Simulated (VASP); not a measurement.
# Ge (Ibca) in VASP: notebook, part 2 of 2

VASP 6.6.1. The steps go on from the part before.

### 3 Single point, PBEsol (strain -0.030 along x and y, -0.015 along z)

Contents of INCAR:

```
SYSTEM = Ge
PREC = Accurate ; ENCUT = 520
EDIFF = 1E-7 ; ISMEAR = 0
SIGMA = 0.15 ; LREAL = .False.
LASPH = .True. ; NELM = 100
ALGO = Fast ; ISIF = 2
LWAVE = .False. ; LCHARG = .False.
GGA = PS ; NBANDS = 66
```

Contents of KPOINTS:

```
Automatic mesh
0
Gamma
  8 8 8
  0 0 0
```

Contents of POSCAR:

```
Ge
1.0
   -3.3655732048      3.3655732048      3.4176181512
    3.3655732048     -3.3655732048      3.4176181512
    3.3655732048      3.3655732048     -3.4176181512
Ge
8
Direct
    0.5000000000      0.0000000000      0.7958385091
    0.7958385091      0.5000000000      0.0000000000
    0.0000000000      0.7958385091      0.5000000000
    0.7041614909      0.7041614909      0.7041614909
    0.5000000000      0.0000000000      0.2041614909
    0.2041614909      0.5000000000      0.0000000000
    0.0000000000      0.2041614909      0.5000000000
    0.2958385091      0.2958385091      0.2958385091
```

Potentials or basis: VASP PAW PBE potentials, release 64 (Ge_d).

On the command line:

```console
$ cat potpaw_PBE.64/Ge_d/POTCAR > POTCAR
$ mpirun -np 1 vasp_std > vasp.out
```

OUTCAR:

```text
SYSTEM = Ge
   PREC = Accurate
   ENCUT = 520
   EDIFF = 1E-7
   ISMEAR = 0
   LREAL = .False.
   LASPH = .True.
   NELM = 100
   ISIF = 2
   GGA = PS

 ion  position               nearest neighbor table
   1  0.500  0.000  0.796-   5 2.39   4 2.42   3 2.43   2 2.44
   2  0.796  0.500  0.000-   6 2.39   3 2.42   4 2.43   1 2.44
   3  0.000  0.796  0.500-   7 2.39   2 2.42   1 2.43   4 2.44
   4  0.704  0.704  0.704-   8 2.39   1 2.42   2 2.43   3 2.44
   5  0.500  0.000  0.204-   1 2.39   8 2.42   7 2.43   6 2.44
   6  0.204  0.500  0.000-   2 2.39   7 2.42   8 2.43   5 2.44
   7  0.000  0.204  0.500-   3 2.39   6 2.42   5 2.43   8 2.44
   8  0.296  0.296  0.296-   4 2.39   5 2.42   6 2.43   7 2.44

  LATTYP: Found a body centered tetragonal cell.
 ALAT       =     6.7311464096
 C/A-ratio  =     1.0154639175

  Lattice vectors:

 A1 = (  -3.3655732048,   3.3655732048,   3.4176181512)
 A2 = (   3.3655732048,  -3.3655732048,   3.4176181512)
 A3 = (   3.3655732048,   3.3655732048,  -3.4176181512)

Analysis of symmetry for initial positions (statically):
[... 188 lines left out ...]

 E-fermi :   6.3959     XC(G=0): -11.0673

 val. band max:        6.3503124802   @ k =  -0.3750  -0.3750   0.1250
 cond. band min:       6.3980399737   @ k =  -0.3750   0.3750   0.3750
 fundamental gap:      0.0477274935
 Fermi energy:         6.3958589047

 k-point     1 :       0.0000    0.0000    0.0000
  band No.  band energies     occupation
      1     -18.5728      2.00000
      2     -18.5700      2.00000
      3     -18.5652      2.00000
      4     -18.5589      2.00000
      5     -18.5537      2.00000
      6     -18.5496      2.00000
[... 1645 lines left out ...]
     65      10.7474      0.00000
     66      11.1600      0.00000

 [... further k-points ...]
[... 5 lines left out ...]
  --------------------------------------------------------------------------------------
  -------------------------------------------------------------------------------------
  Total        6.7817463      6.7842126      4.8179390      0.0000000      0.0000000      0.0000000
  in kB       70.1698442     70.1953622     49.8505864      0.0000000      0.0000000      0.0000000
  external PRESSURE =      63.4052643 kB  Pullay stress =       0.0000000 kB

 VOLUME and BASIS-vectors are now :
 -----------------------------------------------------------------------------
  energy-cutoff  :      520.00
  volume of cell :      154.85
      direct lattice vectors                 reciprocal lattice vectors
    -3.365573205  3.365573205  3.417618151     0.000000000  0.148563103  0.146300721
     3.365573205 -3.365573205  3.417618151     0.148563103  0.000000000  0.146300721
     3.365573205  3.365573205 -3.417618151     0.148563103  0.148563103  0.000000000

 POSITION                                       TOTAL-FORCE (eV/Angst)
 -----------------------------------------------------------------------------------
      0.99567      4.36124     -1.01106        -0.063386     -0.179107      0.219668
     -0.99567      0.99567      4.42868         0.063386     -0.179107     -0.219668
      4.36124     -0.99567      1.01106        -0.063386      0.179107     -0.219668
      2.36991      2.36991      2.40656         0.063386      0.179107      0.219668
     -0.99567      2.36991      1.01106         0.063386      0.179107     -0.219668
      0.99567     -0.99567      2.40656        -0.063386      0.179107      0.219668
      2.36991      0.99567     -1.01106         0.063386     -0.179107      0.219668
      0.99567      0.99567      1.01106        -0.063386     -0.179107     -0.219668
 -----------------------------------------------------------------------------------
    total drift:                               -0.000000      0.000000     -0.000000

  FREE ENERGIE OF THE ION-ELECTRON SYSTEM (eV)
  ---------------------------------------------------
  free  energy   TOTEN  =       -38.3411433249 eV

  energy  without entropy=      -38.3259274291  energy(sigma->0) =      -38.33353538
```

OSZICAR:

```text
N       E                     dE             d eps       ncg     rms          rms(c)
DAV:   1     0.136679539811E+04    0.13668E+04   -0.50088E+04 14690   0.492E+03
DAV:   2     0.241825173979E+03   -0.11250E+04   -0.10923E+04 12540   0.113E+03
DAV:   3    -0.118124129799E+02   -0.25364E+03   -0.24412E+03 12760   0.278E+02
DAV:   4    -0.378831402113E+02   -0.26071E+02   -0.25067E+02 14542   0.935E+01
DAV:   5    -0.388886487811E+02   -0.10055E+01   -0.99438E+00 14148   0.202E+01    0.679E+00
RMM:   6    -0.384950309508E+02    0.39362E+00   -0.42532E-01 15081   0.413E+00    0.381E+00
RMM:   7    -0.383378549577E+02    0.15718E+00   -0.35868E-01 15521   0.339E+00    0.370E-01
RMM:   8    -0.383390374552E+02   -0.11825E-02   -0.64856E-02 15727   0.177E+00    0.170E-01
RMM:   9    -0.383408639252E+02   -0.18265E-02   -0.21820E-02 19766   0.772E-01    0.209E-01
RMM:  10    -0.383410682190E+02   -0.20429E-03   -0.22056E-03 15931   0.249E-01    0.124E-01
RMM:  11    -0.383411212642E+02   -0.53045E-04   -0.80149E-04 16575   0.136E-01    0.149E-02
RMM:  12    -0.383411405377E+02   -0.19273E-04   -0.19735E-04 19222   0.622E-02    0.549E-03
RMM:  13    -0.383411429145E+02   -0.23768E-05   -0.34613E-05 16843   0.199E-02    0.289E-03
RMM:  14    -0.383411434238E+02   -0.50927E-06   -0.63880E-06 15156   0.828E-03    0.268E-03
RMM:  15    -0.383411432945E+02    0.12928E-06   -0.14248E-06 12279   0.624E-03    0.474E-04
RMM:  16    -0.383411433249E+02   -0.30399E-07   -0.30264E-07  9898   0.226E-03
   1 F= -.38341143E+02 E0= -.38333535E+02  d E =-.152159E-01
```

stdout:

```text
[... 25 lines left out ...]
```

Run time: 32 min. Hardware: 1 thread of Oxide Virtual Turin-like, shared host; peak memory 0.71 GiB.

Results:

- Free energy: -38.3411 eV
- Pressure: 6.3 GPa
- Largest force: 0.290 eV/Å
- Band gap on the k mesh: zero (bands 56 and 57 overlap by 0.63 eV)

Forces on the atoms (eV/Å):
```
Ge  -0.063 -0.179  0.220
Ge   0.063 -0.179 -0.220
Ge  -0.063  0.179 -0.220
Ge   0.063  0.179  0.220
Ge   0.063  0.179 -0.220
Ge  -0.063  0.179  0.220
Ge   0.063 -0.179  0.220
Ge  -0.063 -0.179 -0.220
```

Caveat: the cell differs from its parent crystal (strain -0.030 along x and y, -0.015 along z); the cell stands under pressure; semilocal functionals underestimate gaps, so a narrow gap can read as zero; the PAW data sets were made with another functional, which shifts forces and pressure a little.

### 4 Single point, PBEsol (strain -0.015 along x and y, +0.000 along z)

Contents of INCAR:

```
SYSTEM = Ge
PREC     = Accurate       ! precision mode
ENCUT    = 520            ! plane-wave cutoff, eV
EDIFF    = 1E-6           ! SCF threshold, eV
ISMEAR   = 0              ! smearing method
SIGMA    = 0.15           ! smearing width, eV
LREAL    = .False.        ! projectors in reciprocal space
LASPH    = .True.         ! aspherical terms in the spheres
NELM     = 80             ! most SCF steps
ALGO     = Fast           ! electronic algorithm
ISIF     = 2              ! what is computed and relaxed
LWAVE    = .False.        ! write WAVECAR
LCHARG   = .False.        ! write CHGCAR
GGA      = PS             ! functional
NBANDS   = 66             ! bands
```

KPOINTS is that of step 3.

Changes to POSCAR since step 3:

```diff
@@ -2,5 +2,5 @@
 1.0
-   -3.3655732048      3.3655732048      3.4176181512
-    3.3655732048     -3.3655732048      3.4176181512
-    3.3655732048      3.3655732048     -3.4176181512
+   -3.4176181512      3.4176181512      3.4696630977
+    3.4176181512     -3.4176181512      3.4696630977
+    3.4176181512      3.4176181512     -3.4696630977
 Ge
```

On the command line:

```console
$ cat potpaw_PBE.64/Ge_d/POTCAR > POTCAR
$ mpirun -np 1 vasp_std > vasp.out
```

Run time: 27 min. Hardware: 1 thread of AMD EPYC 9755, shared host; peak memory 0.73 GiB.

Results (log left out):

```
Free energy            : -38.5342 eV
Pressure               : 2.2 GPa
Largest force          : 0.134 eV/Å
Band gap on the k mesh : zero (bands 56 and 57 overlap by 0.72 eV)
```

Forces on the atoms (eV/Å):
```
Ge   0.017 -0.076  0.110
Ge  -0.017 -0.076 -0.110
Ge   0.017  0.076 -0.110
Ge  -0.017  0.076  0.110
Ge  -0.017  0.076 -0.110
Ge   0.017  0.076  0.110
Ge  -0.017 -0.076  0.110
Ge   0.017 -0.076 -0.110
```

Stress tensor (GPa, compression positive):
```
2.80 0.00 0.00
0.00 2.80 0.00
0.00 0.00 1.01
```

Levels at points of the mesh, in eV from the Fermi level:
```
           k point  band 54  band 55  band 56  band 57  band 58  band 59
(0.00, 0.00, 0.00)    -1.49    -1.36    -0.84     1.45     1.74     1.74
(0.50, 0.00, 0.00)    -2.06    -1.21    -1.21     0.43     0.43     1.84
(0.00, 0.50, 0.00)    -2.02    -1.14    -1.14     0.32     0.32     1.85
(0.50, 0.50, 0.00)    -2.03    -1.24    -1.24     0.39     0.39     1.80
(0.50, 0.50, 0.50)    -1.53     0.37     0.43     0.50     1.55     2.48
```

Caveat: the cell differs from its parent crystal (strain -0.015 along x and y, +0.000 along z); semilocal functionals underestimate gaps, so a narrow gap can read as zero; the PAW data sets were made with another functional, which shifts forces and pressure a little.

### 5 Summary

| cell | further INCAR settings | gap on the mesh (eV) | pressure (GPa) | largest force (eV/Å) |
| --- | --- | --- | --- | --- |
| a = 6.040 Å, angles 109.9, 109.9, 108.7°, 8 atoms | ALGO = Fast; EDIFF = 1e-06; NBANDS = 66 | none | -1.1 | 0.08 |
| a = 5.860 Å, angles 109.9, 109.9, 108.6°, 8 atoms | ALGO = Fast; EDIFF = 1e-07; NBANDS = 66 | none | 6.3 | 0.29 |
| a = 5.950 Å, angles 109.9, 109.9, 108.7°, 8 atoms | ALGO = Fast; EDIFF = 1e-06; NBANDS = 66 | none | 2.2 | 0.13 |

Alike in all rows: task single point; level PBEsol; potentials or basis VASP PAW PBE potentials, release 64 (Ge_d); no spin polarisation; k mesh 8 × 8 × 8; cutoff (eV) 520; smearing gaussian 0.15 eV.

Caveats: semilocal functionals underestimate gaps, so a narrow gap can read as zero; the PAW data sets were made with another functional, which shifts forces and pressure a little; the cell stands under pressure (at least some runs).

Total energies depend on the potentials used, so only differences within one code and one set of settings carry meaning.
